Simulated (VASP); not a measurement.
The system is CdS.

```xyz
2
Lattice="0.0000 2.7268 2.7268 2.7268 0.0000 2.7268 2.7268 2.7268 0.0000" Properties=species:S:1:pos:R:3 pbc="T T T"
Cd    0.0000    0.0000    0.0000
S     2.7268    2.7268    2.7268
```

Base run:

| Item | Value |
| --- | --- |
| Program | VASP 6.6.1 |
| Functional | PBE |
| Potentials or basis | VASP PAW PBE potentials, release 64 (Cd, S) |
| Cutoff | 520 eV |
| k mesh | 8 × 8 × 8 |
| Occupations | gaussian, width 0.01 eV |
| Spin | no spin polarisation |

Its results: band gap on the k mesh 0.25 eV, indirect (least direct gap 1.72 eV); pressure 2.1 GPa.

Task: The run is repeated on the same cell with these changes: functional from PBE to r2SCAN; k mesh from 8 × 8 × 8 to 6 × 6 × 6. What comes out?

Result: Band gap on the k mesh 0.73 eV, indirect (least direct gap 2.35 eV); pressure 0.5 GPa.

Several settings changed at once, so the effect can't be laid on one alone.

Caveats: the PAW data sets were made with another functional, which shifts forces and pressure a little (some runs).

A k mesh can miss the band edges.
